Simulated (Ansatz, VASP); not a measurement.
# One calculation of ZrC, two programs

```
CELL_PARAMETERS angstrom
0.00000 2.37371 2.35021
2.37371 0.00000 2.35021
2.37371 2.37371 0.00000
ATOMIC_POSITIONS crystal
Zr 0.50000 0.50000 0.50000
C 0.00000 0.00000 0.00000
```

Change from the starting cell: equal xx and yy strain of +1 %.

Alike in both runs: task single point; functional PBE; k mesh 15 × 15 × 15; occupations fermi-dirac, width 0.05 eV; no spin polarisation.

```csv
,VASP,Ansatz
version,VASP 6.6.1,Ansatz 0.2.0
potentials or method,"VASP PAW PBE potentials, release 64 (Zr_sv, C), cutoff 520 eV","all-electron LAPW, scalar-relativistic"
```

VASP gave:

```
pressure (GPa)                                                : -2.9
traceless stress, the component that is largest in VASP (GPa) : 2.23
```

Q: Which values does Ansatz return?

A: Pressure (GPa): -3.1; traceless stress, the component that is largest in VASP (GPa): 2.21.

Ansatz ran all-electron here, and VASP with PAW potentials.
